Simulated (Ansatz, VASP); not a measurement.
## Two plane-wave programs on P

INCAR

```
SYSTEM = P
PREC = Accurate ; ENCUT = 600
EDIFF = 1E-6 ; ISMEAR = 0
SIGMA = 0.1 ; LREAL = .FALSE.
LASPH = .TRUE. ; NELM = 100
ALGO = Normal ; ISIF = 3
LWAVE = .FALSE. ; LCHARG = .FALSE.
GGA = PE ; IBRION = 2
NSW = 90 ; EDIFFG = -0.04
```

The input KPOINTS:

```
regular mesh
0
G
  8 8 8
  0 0 0
```

POSCAR

```
P
1.0
   -1.6756086745      1.6756086745      2.5491941581
    1.6756086745     -1.6756086745      2.5491941581
    1.6756086745      1.6756086745     -2.5491941581
P
1
Direct
    0.0000000000      0.0000000000      0.0000000000
```

Input for Ansatz:

```yaml
crystal:
  lattice:
    - [-1.6756086745, 1.6756086745, 2.5491941581]
    - [1.6756086745, -1.6756086745, 2.5491941581]
    - [1.6756086745, 1.6756086745, -2.5491941581]
  atoms:
    - { symbol: P, position: [0.0, 0.0, 0.0] }
basis:
  ecutwfc: 420
kpoints:
  mp_grid: { grid: [8, 8, 8] }
hamiltonian:
  xc: pbe
scf:
  occupations: { method: gaussian, width: 0.1 }
  lower_state_search: "off"
output:
  forces: true
  stress: true
  eigenvalues: true
relax:
  adjacent_minimum: "off"
  f_tol: 0.04
  max_steps: 70
  cell: { stress_tol: 0.4 }
```

Alike in both runs: task relaxation of cell and atoms; functional PBE; k mesh 8 × 8 × 8; occupations gaussian, width 0.1 eV; no spin polarisation.

```csv
,VASP,Ansatz
version,VASP 6.6.1,Ansatz 0.2.0
potentials or method,"VASP PAW PBE potentials, release 64 (P), cutoff 600 eV","scalar-relativistic, plane waves, PAW"
valence electrons in the cell,5,5
```

Ansatz gave:

```
gap on the k mesh at the Fermi level, each at its own relaxed structure (eV) : none
relaxed volume (Å³/atom)                                                     : 15.56
relaxed cell length with the largest relative difference (Å)                 : 3.203
```

Task: Which values does VASP return?

Result: gap on the k mesh at the Fermi level, each at its own relaxed structure (eV): none; relaxed volume (Å³/atom): 15.56; relaxed cell length with the largest relative difference (Å): 3.205.

A gap of «none» marks a metal or a gap that the smearing closes.

Noted on VASP's run: the volume moved by over 15 % at a fixed basis, so the end points are rough.
